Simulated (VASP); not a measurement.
# CuSi (P-6m2) in VASP: further runs

The runs below take CuSi through single point, relaxation of cell and atoms, with PBE.

All numbers are computed with VASP 6.6.1; they aren't measurements. Logs are shortened: lines on timing, memory, paths and dates and some standing lists are left out, and cuts for length are marked.

**1. The cell of the first run**

It takes space group P-6m2 (No. 187, hexagonal). Conventional cell: a = 2.639 Å, b = 2.639 Å, c = 4.303 Å, α = 90.00°, β = 90.00°, γ = 120.00°. Si (site symmetry -6m2) has 6 Cu at 2.64 Å and 6 Si at 2.64 Å within 3.5 Å. Within 3.5 Å of Cu (site symmetry -6m2) lie 6 Si at 2.64 Å and 6 Cu at 2.64 Å.

**2. Single point, PBE**

File INCAR:

```
ALGO = Normal
EDIFF = 1E-7
ENCUT = 520
GGA = PE
ISIF = 2
ISMEAR = 0
LASPH = T
LCHARG = T
LELF = T
LREAL = F
LVHAR = T
LWAVE = F
NBANDS = 14
NELM = 100
PREC = Accurate
SIGMA = 0.1
```

File KPOINTS:

```
k-points
0
Gamma
  6 6 4
```

File POSCAR:

```
CuSi
1.0
    2.6388807663      0.0000000000      0.0000000000
   -1.3194403831      2.2853377812      0.0000000000
    0.0000000000      0.0000000000      4.3031298813
Si Cu
1 1
Direct
    0.3333333333      0.6666666667      0.0000000000
    0.6666666667      0.3333333333      0.5000000000
```

Potentials or basis: VASP PAW PBE potentials, release 64 (Si, Cu).

Launch:

```console
$ cat potpaw_PBE.64/Si/POTCAR potpaw_PBE.64/Cu/POTCAR > POTCAR
$ mpirun -np 1 vasp_std > vasp.out
```

OUTCAR:

```text
EDIFF = 1E-7
   ENCUT = 520
   GGA = PE
   ISIF = 2
   ISMEAR = 0
   LASPH = T
   LREAL = F
   NELM = 100
   PREC = Accurate

 ion  position               nearest neighbor table
   1  0.333  0.667  0.000-   2 2.64   2 2.64   2 2.64   2 2.64   2 2.64   2 2.64
   2  0.667  0.333  0.500-   1 2.64   1 2.64   1 2.64   1 2.64   1 2.64   1 2.64

  LATTYP: Found a hexagonal cell.
 ALAT       =     2.6388807663
 C/A-ratio  =     1.6306647637

  Lattice vectors:

 A1 = (   2.6388807663,   0.0000000000,   0.0000000000)
 A2 = (  -1.3194403831,   2.2853377812,   0.0000000000)
 A3 = (   0.0000000000,   0.0000000000,   4.3031298813)

Analysis of symmetry for initial positions (statically):
=====================================================================
 Subroutine PRICEL returns:
 Original cell was already a primitive cell.

 Routine SETGRP: Setting up the symmetry group for a
 hexagonal supercell.

 Subroutine GETGRP returns: Found 12 space group operations
 (whereof 12 operations were pure point group operations)
 out of a pool of 24 trial point group operations.

The static configuration has the point symmetry D_3h.

Analysis of symmetry for dynamics (positions and initial velocities):
=====================================================================
 Subroutine PRICEL returns:
 Original cell was already a primitive cell.

 Routine SETGRP: Setting up the symmetry group for a
 hexagonal supercell.

 Subroutine GETGRP returns: Found 12 space group operations
 (whereof 12 operations were pure point group operations)
 out of a pool of 24 trial point group operations.

The dynamic configuration has the point symmetry D_3h.

 Subroutine INISYM returns: Found 12 space group operations
 (whereof 12 operations are pure point group operations),
 and found     1 'primitive' translations

----------------------------------------------------------------------------------------

                                     Primitive cell

  volume of cell :      25.9510

  direct lattice vectors                    reciprocal lattice vectors
     2.638880766  0.000000000  0.000000000     0.378948535  0.218786039  0.000000000
    -1.319440383  2.285337781  0.000000000     0.000000000  0.437572077  0.000000000
     0.000000000  0.000000000  4.303129881     0.000000000  0.000000000  0.232388988

  length of vectors
     2.638880766  2.638880766  4.303129881     0.437572077  0.437572077  0.232388988

  position of ions in fractional coordinates (direct lattice)
     0.333333333  0.666666667  0.000000000
     0.666666667  0.333333333  0.500000000

  ion indices of the primitive-cell ions
   primitive index   ion index
                 1           1
                 2           2

----------------------------------------------------------------------------------------

 KPOINTS: k-points

Automatic generation of k-mesh.
 Grid dimensions read from file:
 generate k-points for:    6    6    4

 Generating k-lattice:

  Cartesian coordinates                     Fractional coordinates (reciprocal lattice)
     0.063158089  0.036464340  0.000000000     0.166666667 -0.000000000  0.000000000
     0.000000000  0.072928680  0.000000000     0.000000000  0.166666667  0.000000000
     0.000000000  0.000000000  0.058097247     0.000000000  0.000000000  0.250000000

  Length of vectors
     0.072928680  0.072928680  0.058097247

  Shift w.r.t. Gamma in fractional coordinates (k-lattice)
     0.000000000  0.000000000  0.000000000

 Subroutine IBZKPT returns following result:
 ===========================================

 Found     21 irreducible k-points:

 Following reciprocal coordinates:
            Coordinates               Weight
  0.000000  0.000000  0.000000      1.000000
  0.166667  0.000000  0.000000      6.000000
  0.333333  0.000000  0.000000      6.000000
  0.500000  0.000000  0.000000      3.000000
  0.166667  0.166667  0.000000      6.000000
  0.333333  0.166667  0.000000     12.000000
[... 13 lines left out ...]
  0.333333  0.166667  0.500000     12.000000
  0.333333  0.333333  0.500000      2.000000
   k-points           NKPTS =     21   k-points in BZ     NKDIM =     21   number of bands    NBANDS=     14
   number of dos      NEDOS =    301   number of ions     NIONS =      2
   total plane-waves  NPLWV =  12800
   dimension x,y,z NGX =    20 NGY =   20 NGZ =   32
   dimension x,y,z NGXF=    40 NGYF=   40 NGZF=   64
   ions per type =               1   1
   NGX,Y,Z   is equivalent  to a cutoff of  12.60, 12.60, 12.36 a.u.
   NGXF,Y,Z  is equivalent  to a cutoff of  25.20, 25.20, 24.73 a.u.
 SYSTEM =  unknown system
   PREC   = accura    normal or accurate (medium, high low for compatibility)
   ISTART =      0    job   : 0-new  1-cont  2-samecut
   ICHARG =      2    charge: 1-file 2-atom 10-const
   ISPIN  =      1    spin polarized calculation?
   LNONCOLLINEAR =      F non collinear calculations
   LSORBIT =      F    spin-orbit coupling
   LASPH  =      T    aspherical Exc in radial PAW
   ENCUT  =  520.0 eV  38.22 Ry    6.18 a.u.   4.91  4.91  8.00*2*pi/ulx,y,z
   NELM   =    100;   NELMIN=  2; NELMDL= -5     # of ELM steps
   EDIFF  = 0.1E-06   stopping-criterion for ELM
   LREAL  =      F    real-space projection
   EDIFFG = 0.1E-05   stopping-criterion for IOM
   NSW    =      0    number of steps for IOM
   IBRION =     -1    ionic relax: 0-MD 1-quasi-New 2-CG
   NFREE  =      0    steps in history (QN), initial steepest desc. (CG)
   ISIF   =      2    stress and relaxation
   ISYM   =      2    0-nonsym 1-usesym 2-fastsym
   POTIM  = 0.5000    time-step for ionic-motion
   TEBEG  =    0.0;   TEEND  =   0.0 temperature during run
   PSTRESS=    0.0 pullay stress
   NELECT =      15.0000    total number of electrons
   NUPDOWN=      -1.0000    fix difference up-down
   EMIN   =  10.00;   EMAX   =-10.00  energy-range for DOS
   EFERMI =   0.00;   METHOD = LEGACY
   ISMEAR =     0;   SIGMA  =   0.10  broadening in eV -4-tet -1-fermi 0-gaus
   EFERMI_NEDOS =   21; number of points for ismear=-14 and -15
   IALGO  =     38    algorithm
   IMIX   =      4    mixing-type and parameters
     AMIX     =   0.40;   BMIX     =  1.00
     AMIX_MAG =   1.60;   BMIX_MAG =  1.00
  volume/ion in A,a.u.               =      12.98        87.56
  Fermi-wavevector in a.u.,A,eV,Ry     =   1.363705  2.577028 25.302630  1.859691
  Thomas-Fermi vector in A             =   2.490084
   LORBIT       =      0    0 simple, 1 ext, 2 COOP (PROOUT), +10 PAW based schemes
   GGA     = PE    functional components
   LHFCALC =     F    Hartree Fock is set to
   AEXX    =    0.0000 exact exchange contribution
   IVDW    =     0    specifies the selected vdW correction
   LEPSILON=     F    determine dielectric tensor
   LRPA    =     F    only Hartree local field effects (RPA)
 non-spin polarized calculation
 Gauss-broadening in eV      SIGMA  =   0.10
  energy-cutoff  :      520.00
  volume of cell :       25.95
 maximum number of plane-waves:       714
 NGX is ok and might be reduce to    20
   NGX =  9   NGY =  9   NGZ = 17

 number of electron      15.0000005 magnetization

 Free energy of the ion-electron system (eV)
  ---------------------------------------------------
  ext. energy  EPLUGINS =         0.00000000
  ---------------------------------------------------
  free energy    TOTEN  =        -8.79231065 eV

  energy without entropy =       -8.78639352  energy(sigma->0) =       -8.78935208

 E-fermi :   9.3891     XC(G=0): -11.9378

 val. band max:        9.2571064720   @ k =   0.1667   0.1667   0.0000
 cond. band min:       9.3921210878   @ k =   0.3333   0.0000   0.2500
 fundamental gap:      0.1350146158
 Fermi energy:         9.3891007071

 k-point     1 :       0.0000    0.0000    0.0000
  band No.  band energies     occupation
      1      -3.9954      2.00000
      2       4.0382      2.00000
      3       4.4202      2.00000
      4       6.1250      2.00000
      5       6.1250      2.00000
      6       6.6682      2.00000
      7       6.6682      2.00000
      8       8.1359      2.00000
      9      20.5087      0.00000
     10      20.5087      0.00000
     11      21.9632      0.00000
     12      21.9632      0.00000
     13      23.8870      0.00000
     14      27.6067      0.00000

 k-point     2 :       0.1667    0.0000    0.0000
  band No.  band energies     occupation
      1      -3.2203      2.00000
      2       4.5731      2.00000
      3       4.5944      2.00000
      4       5.9407      2.00000
      5       6.3811      2.00000
      6       6.6063      2.00000
      7       7.1533      2.00000
      8       8.4149      2.00000
      9      14.9480      0.00000
     10      17.8010      0.00000
     11      20.5234      0.00000
     12      23.0770      0.00000
     13      25.8979      0.00000
     14      25.9259      0.00000

 k-point     3 :       0.3333    0.0000    0.0000
  band No.  band energies     occupation
      1      -0.9435      2.00000
      2       4.7545      2.00000
      3       5.0908      2.00000
      4       5.7699      2.00000
      5       6.4833      2.00000
      6       6.9416      2.00000
      7       8.8820      2.00000
      8       8.9794      2.00000
      9      10.0325      0.00000
     10      15.7461      0.00000
     11      17.3199      0.00000
     12      18.4979      0.00000
     13      20.0721      0.00000
     14      25.3774      0.00000

 k-point     4 :       0.5000    0.0000    0.0000
  band No.  band energies     occupation
      1       2.3024      2.00000
      2       2.9916      2.00000
      3       4.8031      2.00000
      4       5.1062      2.00000
      5       6.4221      2.00000
      6       7.2530      2.00000
      7       7.5631      2.00000
      8      11.1517      0.00000
      9      12.3279      0.00000
     10      13.6393      0.00000
     11      15.0270      0.00000
     12      15.3498      0.00000
     13      18.2932      0.00000
     14      24.8056      0.00000

 k-point     5 :       0.1667    0.1667    0.0000
  band No.  band energies     occupation
      1      -1.6929      2.00000
      2       4.7561      2.00000
      3       5.2928      2.00000
      4       5.6400      2.00000
      5       6.4247      2.00000
      6       6.8119      2.00000
      7       8.3421      2.00000
      8       9.2571      1.93805
      9      12.1902      0.00000
     10      12.4213      0.00000
     11      19.7158      0.00000
[... 225 lines left out ...]
 k-point    19 :       0.1667    0.1667    0.5000
  band No.  band energies     occupation
      1      -1.0295      2.00000
      2       2.8273      2.00000
      3       5.6893      2.00000
      4       5.7932      2.00000
      5       6.0762      2.00000
      6       6.3289      2.00000
      7       6.9096      2.00000
      8      12.6014      0.00000
      9      12.7188      0.00000
     10      16.8307      0.00000
     11      18.0125      0.00000
     12      18.1458      0.00000
     13      19.0856      0.00000
     14      24.2898      0.00000

 k-point    20 :       0.3333    0.1667    0.5000
  band No.  band energies     occupation
      1       1.7261      2.00000
      2       4.7796      2.00000
      3       5.0334      2.00000
      4       5.7795      2.00000
      5       6.1313      2.00000
      6       6.1388      2.00000
      7       7.9605      2.00000
      8       8.1115      2.00000
      9      11.4385      0.00000
     10      12.2752      0.00000
     11      16.5185      0.00000
     12      19.8715      0.00000
     13      21.0008      0.00000
     14      23.7240      0.00000

 k-point    21 :       0.3333    0.3333    0.5000
  band No.  band energies     occupation
      1       4.1376      2.00000
      2       4.4673      2.00000
      3       5.3699      2.00000
      4       5.5444      2.00000
      5       5.8289      2.00000
      6       6.1275      2.00000
      7       7.8611      2.00000
      8       8.3219      2.00000
      9      10.1536      0.00000
     10      11.8380      0.00000
     11      12.1972      0.00000
     12      21.6470      0.00000
     13      23.6456      0.00000
     14      24.3879      0.00000

------------------------ aborting loop because EDIFF is reached ----------------------------------------

  FORCE on cell =-STRESS in cart. coord.  units (eV):
  Direction    XX          YY          ZZ          XY          YZ          ZX
  --------------------------------------------------------------------------------------
  -------------------------------------------------------------------------------------
  Total        0.0055967      0.0055967      0.0460801      0.0000000     -0.0000000      0.0000000
  in kB        0.3455317      0.3455317      2.8449145      0.0000000     -0.0000000      0.0000000
  external PRESSURE =       1.1786593 kB  Pullay stress =       0.0000000 kB

 VOLUME and BASIS-vectors are now :
 -----------------------------------------------------------------------------
  energy-cutoff  :      520.00
  volume of cell :       25.95
      direct lattice vectors                 reciprocal lattice vectors
     2.638880766  0.000000000  0.000000000     0.378948535  0.218786039  0.000000000
    -1.319440383  2.285337781  0.000000000     0.000000000  0.437572077  0.000000000
     0.000000000  0.000000000  4.303129881     0.000000000  0.000000000  0.232388988

 POSITION                                       TOTAL-FORCE (eV/Angst)
 -----------------------------------------------------------------------------------
     -0.00000      1.52356      0.00000        -0.000000      0.000000      0.000000
      1.31944      0.76178      2.15156         0.000000     -0.000000      0.000000
 -----------------------------------------------------------------------------------
    total drift:                                0.000002     -0.000001      0.000000

  FREE ENERGIE OF THE ION-ELECTRON SYSTEM (eV)
  ---------------------------------------------------
  free  energy   TOTEN  =        -8.7923106484 eV

  energy  without entropy=       -8.7863935207  energy(sigma->0) =       -8.78935208
```

Run time: 11 s. Hardware: 1 thread of AMD EPYC 9R45 (Zen 5), shared host; peak memory 0.1 GiB.

What came out:

| Item | Value |
| --- | --- |
| Free energy | -8.7923 eV |
| Pressure | 0.1 GPa |

Levels at points of the mesh, in eV from the Fermi level:
| k point | band 5 | band 6 | band 7 | band 8 | band 9 | band 10 |
| --- | --- | --- | --- | --- | --- | --- |
| (0.00, 0.00, 0.00) | -3.26 | -2.72 | -2.72 | -1.25 | 11.12 | 11.12 |
| (0.50, 0.00, 0.00) | -2.97 | -2.14 | -1.83 | 1.76 | 2.94 | 4.25 |
| (0.00, 0.00, 0.50) | -3.26 | -2.74 | -2.74 | 5.29 | 6.79 | 11.30 |
| (0.50, 0.00, 0.50) | -3.03 | -2.23 | -2.14 | -2.08 | 1.17 | 6.48 |

Caveat: the k points lie up to 0.46 Å⁻¹ apart.

**3. Single point, PBE**

This run uses another cell than the first one, of 15.44 Å³/atom, 1.190 times its volume.

File INCAR:

```
PREC = Accurate ; ENCUT = 520
EDIFF = 1E-7 ; ISMEAR = 0
SIGMA = 0.1 ; LREAL = F
LASPH = T ; NELM = 100
ALGO = Normal ; ISIF = 2
LWAVE = F ; LCHARG = F
GGA = PE ; NBANDS = 14
```

File KPOINTS:

```
Automatic mesh
0
Gamma
  6 6 4
```

File POSCAR:

```
CuSi
1.0
    2.7949143600      0.0000000000      0.0000000000
   -1.3974571800      2.4204668400      0.0000000000
    0.0000000000      0.0000000000      4.5640951500
Si Cu
1 1
Direct
    0.3333333300      0.6666666700      0.0000000000
    0.6666666700      0.3333333300      0.5000000000
```

Potentials or basis: VASP PAW PBE potentials, release 64 (Si, Cu).

Launch:

```console
$ cat potpaw_PBE.64/Si/POTCAR potpaw_PBE.64/Cu/POTCAR > POTCAR
$ mpirun -np 1 vasp_std > vasp.out
```

It took 12 s on 1 thread of AMD EPYC 9R45 (Zen 5), shared host; peak memory 0.11 GiB.

Results (log left out):

```
Free energy : -8.5504 eV
Pressure    : -13.5 GPa
```

Stress tensor (GPa, compression positive):
```
-12.59   0.00   0.00
  0.00 -12.59   0.00
  0.00   0.00 -15.29
```

Levels at points of the mesh, in eV from the Fermi level:
```
           k point  band 5  band 6  band 7  band 8  band 9  band 10  band 11  band 12
(0.00, 0.00, 0.00)   -2.56   -2.15   -2.15   -1.07    9.43     9.43    12.01    12.01
(0.50, 0.00, 0.00)   -2.33   -1.70   -1.49    1.90    2.95     4.25     5.01     5.13
(0.00, 0.00, 0.50)   -2.56   -2.16   -2.16    5.31    5.86     9.55     9.55    12.41
(0.50, 0.00, 0.50)   -2.38   -1.83   -1.70   -1.47    1.21     5.62     7.80     9.00
```

Caveat: the k points lie up to 0.43 Å⁻¹ apart.

**4. Relaxation of cell and atoms, PBE**

This run uses another cell than the first one, of 15.44 Å³/atom, 1.190 times its volume.

File INCAR:

```
SYSTEM = CuSi
PREC = Accurate ; ENCUT = 600
EDIFF = 1E-6 ; ISMEAR = 0
SIGMA = 0.1 ; LREAL = .False.
LASPH = .True. ; NELM = 100
ALGO = Normal ; ISIF = 3
LWAVE = .False. ; LCHARG = .False.
GGA = PE ; IBRION = 2
NSW = 90 ; EDIFFG = -0.04
```

File KPOINTS:

```
regular mesh
0
Gamma
  6 6 4
  0 0 0
```

POSCAR is that of step 3.

Launch:

```console
$ cat potpaw_PBE.64/Si/POTCAR potpaw_PBE.64/Cu/POTCAR > POTCAR
$ mpirun -np 1 vasp_std > vasp.out
```

Wall time 27 s (1 thread of AMD EPYC 9R45 (Zen 5), shared host); peak memory 0.13 GiB.

It converged, with:

| Item | Value |
| --- | --- |
| Free energy | -8.7932 eV |
| Relaxed volume | 13.00 Å³/atom |
| Relaxed cell | a = 2.650 Å, b = 2.650 Å, c = 4.275 Å, α = 90.00°, β = 90.00°, γ = 120.00° |
| Space group after relaxing (to 0.05 Å) | P-6m2 (No. 187) |
| Energy gained by relaxing | 121.4 meV/atom |
| Ionic steps | 3 |
| Pressure after relaxing | 0.1 GPa |

Stress tensor (GPa, compression positive):
```
0.00 0.00 0.00
0.00 0.00 0.00
0.00 0.00 0.29
```

The path:
| step | energy change (eV) | largest force (eV/Å) | pressure (GPa) | volume (Å³) |
| --- | --- | --- | --- | --- |
| 1 | 0.0000 | 0.0000 | -13.34 | 30.88 |
| 2 | -0.2383 | 0.0000 | 2.51 | 25.48 |
| 3 | -0.2428 | 0.0000 | 0.10 | 25.99 |

Final structure:
```cif
data_structure
_symmetry_space_group_name_H-M 'P 1'
_symmetry_Int_Tables_number 1
_cell_length_a 2.6496
_cell_length_b 2.6496
_cell_length_c 4.2754
_cell_angle_alpha 90.000
_cell_angle_beta 90.000
_cell_angle_gamma 120.000
_cell_volume 25.99
loop_
_atom_site_label
_atom_site_type_symbol
_atom_site_fract_x
_atom_site_fract_y
_atom_site_fract_z
_atom_site_occupancy
Si1 Si 0.33333 0.66667 0.00000 1
Cu1 Cu 0.66667 0.33333 0.50000 1
```

Levels at points of the mesh, in eV from the Fermi level:
```tsv
k point	band 4	band 5	band 6	band 7	band 8	band 9	band 10	band 11
(0.00, 0.00, 0.00)	-3.30	-3.30	-2.77	-2.77	-1.17	10.94	10.94	12.47
(0.50, 0.00, 0.00)	-4.30	-3.01	-2.19	-1.84	1.77	2.99	4.28	5.52
(0.00, 0.00, 0.50)	-3.29	-3.29	-2.79	-2.79	5.49	7.00	11.13	11.13
(0.50, 0.00, 0.50)	-3.43	-3.08	-2.28	-2.19	-2.06	1.10	6.40	8.00
```

Caveat: the k points lie up to 0.46 Å⁻¹ apart in the final cell; the volume moved by over 15 % at a fixed basis, so the end points are rough.

[end of part 1 of 2]
